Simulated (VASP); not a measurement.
# OH2 in VASP: a series of runs

The runs below take OH2 through single point, relaxation of the atoms, with PBE+D3(BJ).

Everything below comes from runs of VASP 6.6.1. Logs are shortened: lines on timing, memory, paths and dates and some standing lists are left out, and cuts for length are marked.

**1. The cell of the first run**

The cell holds a molecule in a box, 3 atoms: a = 15.000 Å, b = 15.500 Å, c = 16.000 Å, α = 90.00°, β = 90.00°, γ = 90.00°.

**2. Single point, PBE+D3(BJ)**

INCAR

```
SYSTEM = H2O
PREC = Accurate
ENCUT = 910
EDIFF = 1E-6
ISMEAR = 0
SIGMA = 0.005
LREAL = .FALSE.
LASPH = .TRUE.
NELM = 120
ALGO = Normal
ISIF = 2
LWAVE = .FALSE.
LCHARG = .FALSE.
GGA = PE
IVDW = 12
ISYM = 0
NBANDS = 11
GGA_COMPAT = .FALSE.
NELMDL = -8
```

KPOINTS

```
Automatic mesh
0
G
  1 1 1
  0 0 0
```

POSCAR

```
H2O
1.0
   15.0000000000      0.0000000000      0.0000000000
    0.0000000000     15.5000000000      0.0000000000
    0.0000000000      0.0000000000     16.0000000000
O H
1 2
Direct
    0.5000921022      0.4799343976      0.4844984174
    0.5508547296      0.5114516720      0.5062921831
    0.4490531683      0.5086139304      0.5092093996
```

Potentials or basis: VASP PAW PBE potentials, release 64 (O_h, H_h).

Launch:

```bash
cat potpaw_PBE.64/O_h/POTCAR potpaw_PBE.64/H_h/POTCAR > POTCAR
mpirun -np 1 vasp_gam > vasp.out
```

OUTCAR:

```text
SYSTEM = H2O
   PREC = Accurate
   ENCUT = 910
   EDIFF = 1E-6
   ISMEAR = 0
   LREAL = .FALSE.
   LASPH = .TRUE.
   NELM = 120
   ISIF = 2
   GGA = PE
   IVDW = 12
   ISYM = 0
   NELMDL = -8
 IVDW          = 12

 ion  position               nearest neighbor table
   1  0.500  0.480  0.484-   2 0.97   3 0.97
   2  0.551  0.511  0.506-   1 0.97
   3  0.449  0.509  0.509-   1 0.97

IMPORTANT INFORMATION: All symmetrisations will be switched off!
NOSYMM: (Re-)initialisation of all symmetry stuff for point group C_1.

----------------------------------------------------------------------------------------

                                     Primitive cell

  volume of cell :    3720.0000

  direct lattice vectors                    reciprocal lattice vectors
    15.000000000  0.000000000  0.000000000     0.066666667  0.000000000  0.000000000
     0.000000000 15.500000000  0.000000000     0.000000000  0.064516129  0.000000000
     0.000000000  0.000000000 16.000000000     0.000000000  0.000000000  0.062500000

  length of vectors
    15.000000000 15.500000000 16.000000000     0.066666667  0.064516129  0.062500000

  position of ions in fractional coordinates (direct lattice)
     0.500092102  0.479934398  0.484498417
     0.550854730  0.511451672  0.506292183
     0.449053168  0.508613930  0.509209400

  ion indices of the primitive-cell ions
   primitive index   ion index
                 1           1
                 2           2
                 3           3

----------------------------------------------------------------------------------------

 KPOINTS: Automatic mesh

Automatic generation of k-mesh.
 Grid dimensions read from file:
 generate k-points for:    1    1    1

 Generating k-lattice:

  Cartesian coordinates                     Fractional coordinates (reciprocal lattice)
     0.066666667  0.000000000  0.000000000     1.000000000  0.000000000  0.000000000
     0.000000000  0.064516129  0.000000000     0.000000000  1.000000000  0.000000000
     0.000000000  0.000000000  0.062500000     0.000000000  0.000000000  1.000000000

  Length of vectors
     0.066666667  0.064516129  0.062500000

  Shift w.r.t. Gamma in fractional coordinates (k-lattice)
     0.000000000  0.000000000  0.000000000

 Subroutine IBZKPT returns following result:
 ===========================================

 Found      1 irreducible k-points:

 Following reciprocal coordinates:
            Coordinates               Weight
  0.000000  0.000000  0.000000      1.000000
   k-points           NKPTS =      1   k-points in BZ     NKDIM =      1   number of bands    NBANDS=     11
   number of dos      NEDOS =    301   number of ions     NIONS =      3
   total plane-waves  NPLWV = ******
   dimension x,y,z NGX =   150 NGY =  160 NGZ =  160
   dimension x,y,z NGXF=   300 NGYF=  320 NGZF=  320
   ions per type =               1   2
   NGX,Y,Z   is equivalent  to a cutoff of  16.62, 17.16, 16.62 a.u.
   NGXF,Y,Z  is equivalent  to a cutoff of  33.25, 34.32, 33.25 a.u.
 SYSTEM =  H2O
   PREC   = accura    normal or accurate (medium, high low for compatibility)
   ISTART =      0    job   : 0-new  1-cont  2-samecut
   ICHARG =      2    charge: 1-file 2-atom 10-const
   ISPIN  =      1    spin polarized calculation?
   LNONCOLLINEAR =      F non collinear calculations
   LSORBIT =      F    spin-orbit coupling
   LASPH  =      T    aspherical Exc in radial PAW
   ENCUT  =  910.0 eV  66.88 Ry    8.18 a.u.  36.90 38.12 39.35*2*pi/ulx,y,z
   NELM   =    120;   NELMIN=  2; NELMDL= -8     # of ELM steps
   EDIFF  = 0.1E-05   stopping-criterion for ELM
   LREAL  =      F    real-space projection
   EDIFFG = 0.1E-04   stopping-criterion for IOM
   NSW    =      0    number of steps for IOM
   IBRION =     -1    ionic relax: 0-MD 1-quasi-New 2-CG
   NFREE  =      0    steps in history (QN), initial steepest desc. (CG)
   ISIF   =      2    stress and relaxation
   ISYM   =      0    0-nonsym 1-usesym 2-fastsym
   POTIM  = 0.5000    time-step for ionic-motion
   TEBEG  =    0.0;   TEEND  =   0.0 temperature during run
   PSTRESS=    0.0 pullay stress
   NELECT =       8.0000    total number of electrons
   NUPDOWN=      -1.0000    fix difference up-down
   EMIN   =  10.00;   EMAX   =-10.00  energy-range for DOS
   EFERMI =   0.00;   METHOD = LEGACY
   ISMEAR =     0;   SIGMA  =   0.01  broadening in eV -4-tet -1-fermi 0-gaus
   EFERMI_NEDOS =   21; number of points for ismear=-14 and -15
   IALGO  =     38    algorithm
   IMIX   =      4    mixing-type and parameters
     AMIX     =   0.40;   BMIX     =  1.00
     AMIX_MAG =   1.60;   BMIX_MAG =  1.00
  volume/ion in A,a.u.               =    1240.00      8367.93
  Fermi-wavevector in a.u.,A,eV,Ry     =   0.211312  0.399321  0.607537  0.044653
  Thomas-Fermi vector in A             =   0.980203
   LORBIT       =      0    0 simple, 1 ext, 2 COOP (PROOUT), +10 PAW based schemes
   GGA     = PE    functional components
   LHFCALC =     F    Hartree Fock is set to
   AEXX    =    0.0000 exact exchange contribution
   IVDW    =    12    specifies the selected vdW correction
   LEPSILON=     F    determine dielectric tensor
   LRPA    =     F    only Hartree local field effects (RPA)
 non-spin polarized calculation
 Gauss-broadening in eV      SIGMA  =   0.01
  energy-cutoff  :      910.00
  volume of cell :     3720.00
 maximum number of plane-waves:    115862
 NGX is ok and might be reduce to   150
   NGX = 73   NGY = 77   NGZ = 79

 number of electron       8.0000001 magnetization

 Free energy of the ion-electron system (eV)
  ---------------------------------------------------
  ext. energy  EPLUGINS =         0.00000000
  ---------------------------------------------------
  free energy    TOTEN  =       -14.29055936 eV

  energy without entropy =      -14.29055936  energy(sigma->0) =      -14.29055936

 E-fermi :  -7.1644     XC(G=0):  -0.1639

 val. band max:       -7.1996661222   @ k =   0.0000   0.0000   0.0000
 cond. band min:      -0.9495406266   @ k =   0.0000   0.0000   0.0000
 fundamental gap:      6.2501254956
 Fermi energy:        -7.1643569308

 k-point     1 :       0.0000    0.0000    0.0000
  band No.  band energies     occupation
      1     -25.2583      2.00000
      2     -13.0424      2.00000
      3      -9.3115      2.00000
      4      -7.1997      2.00000
      5      -0.9495      0.00000
      6       0.0973      0.00000
      7       0.3722      0.00000
      8       0.4806      0.00000
      9       0.5256      0.00000
     10       0.5976      0.00000
     11       0.6303      0.00000

------------------------ aborting loop because EDIFF is reached ----------------------------------------

 Edisp (eV)   -0.00979

 E8    (eV) :    -0.0023

  FORCE on cell =-STRESS in cart. coord.  units (eV):
  Direction    XX          YY          ZZ          XY          YZ          ZX
  --------------------------------------------------------------------------------------
  -------------------------------------------------------------------------------------
  Total      -0.06211    -0.09208    -0.09026     0.00092     0.00075    -0.00066
  in kB      -0.02675    -0.03966    -0.03887     0.00040     0.00032    -0.00028
  external pressure =       -0.04 kB  Pullay stress =        0.00 kB

 VOLUME and BASIS-vectors are now :
 -----------------------------------------------------------------------------
  energy-cutoff  :      910.00
  volume of cell :     3720.00
      direct lattice vectors                 reciprocal lattice vectors
    15.000000000  0.000000000  0.000000000     0.066666667  0.000000000  0.000000000
     0.000000000 15.500000000  0.000000000     0.000000000  0.064516129  0.000000000
     0.000000000  0.000000000 16.000000000     0.000000000  0.000000000  0.062500000

 POSITION                                       TOTAL-FORCE (eV/Angst)
 -----------------------------------------------------------------------------------
      7.50138      7.43898      7.75197        -0.000386      0.002915      0.002177
      8.26282      7.92750      8.10067         0.014368     -0.000905     -0.001441
      6.73580      7.88352      8.14735        -0.013982     -0.002010     -0.000736
 -----------------------------------------------------------------------------------
    total drift:                                0.000026      0.000397     -0.000404

  FREE ENERGIE OF THE ION-ELECTRON SYSTEM (eV)
  ---------------------------------------------------
  free  energy   TOTEN  =       -14.3003496140 eV

  energy  without entropy=      -14.3003496140  energy(sigma->0) =      -14.30034961
```

It took 5.8 min on 1 thread of AMD EPYC 9R45 (Zen 5), shared host; peak memory 5.3 GiB.

Results:

```yaml
Free_energy: -14.3003 eV
Largest_force: 0.014 eV/Å
Gap_between_the_frontier_levels: 6.25 eV
Dispersion_energy_per_atom: -0.003 eV
```

Forces in eV/Å, atoms in the order of the input:
```
O    0.000  0.003  0.002
H    0.014 -0.001 -0.001
H   -0.014 -0.002 -0.001
```

Caveat: the cutoff is under 1.25 times the usual one of these potentials, so pressure, stress and relaxed cells hold a basis-set (Pulay) error.

**3. Relaxation of the atoms, PBE+D3(BJ)**

INCAR

```
PREC = Accurate
ENCUT = 520
EDIFF = 1E-6
ISMEAR = 0
SIGMA = 0.005
LREAL = F
LASPH = T
NELM = 60
ALGO = Normal
ISIF = 2
LWAVE = F
LCHARG = F
GGA = PE
IVDW = 12
IBRION = 2
NSW = 100
EDIFFG = -0.01
ISYM = 0
```

KPOINTS

```
Automatic mesh
0
Gamma
  1 1 1
```

POSCAR

```
H2O
1.0
   15.0000000000      0.0000000000      0.0000000000
    0.0000000000     15.5000000000      0.0000000000
    0.0000000000      0.0000000000     16.0000000000
O H
1 2
Direct
    0.5011452656      0.4800741017      0.4845525650
    0.5482155136      0.5110123779      0.5060858564
    0.4506392208      0.5089135204      0.5093615786
```

Potentials or basis: VASP PAW PBE potentials, release 64 (O, H).

Launch:

```bash
cat potpaw_PBE.64/O/POTCAR potpaw_PBE.64/H/POTCAR > POTCAR
mpirun -np 1 vasp_gam > vasp.out
```

Wall time 22 min (1 thread of Intel Xeon Platinum 8488C (Sapphire Rapids), shared host); peak memory 2.2 GiB.

The run converged. Its results:

| Quantity | Value |
| --- | --- |
| Free energy | -14.2418 eV |
| Energy gained by relaxing | 28.1 meV/atom |
| Ionic steps | 11 |
| Largest force after relaxing | 0.005 eV/Å |
| Gap between the frontier levels | 6.22 eV |
| Dispersion energy per atom | -0.003 eV |

Forces in eV/Å, atoms in the order of the input:
```
O   -0.005  0.000  0.001
H    0.001  0.001  0.000
H    0.003 -0.001 -0.002
```

The path:
| step | energy change (eV) | largest force (eV/Å) | pressure (GPa) |
| --- | --- | --- | --- |
| 1 | 0.0000 | 3.1797 | 0.04 |
| 2 | 0.7435 | 5.6175 | -0.08 |
| 3 | -0.0722 | 0.6115 | 0.00 |
| 4 | -0.0730 | 0.6033 | 0.01 |
| 5 | -0.0730 | 0.6014 | 0.01 |
| 6 | -0.0717 | 1.0564 | -0.02 |
| 7 | -0.0782 | 0.4515 | 0.00 |
| 8 | -0.0842 | 0.0284 | 0.00 |
| 9 | -0.0842 | 0.0255 | 0.00 |
| 10 | -0.0841 | 0.0565 | 0.00 |
| 11 | -0.0842 | 0.0050 | 0.00 |

Final structure:
```yaml
crystal:
  lattice:
    - [15.00000, 0.00000, 0.00000]
    - [0.00000, 15.50000, 0.00000]
    - [0.00000, 0.00000, 16.00000]
  atoms:
    - { symbol: O, position: [0.50010, 0.47999, 0.48455] }
    - { symbol: H, position: [0.55113, 0.51144, 0.50627] }
    - { symbol: H, position: [0.44876, 0.50856, 0.50918] }
```

Levels at points of the mesh, in eV from the valence-band top:
| k point | band 1 | band 2 | band 3 | band 4 | band 5 | band 6 | band 7 | band 8 |
| --- | --- | --- | --- | --- | --- | --- | --- | --- |
| (0.00, 0.00, 0.00) | -18.08 | -5.88 | -2.05 | 0.00 | 6.22 | 7.28 | 7.56 | 7.67 |
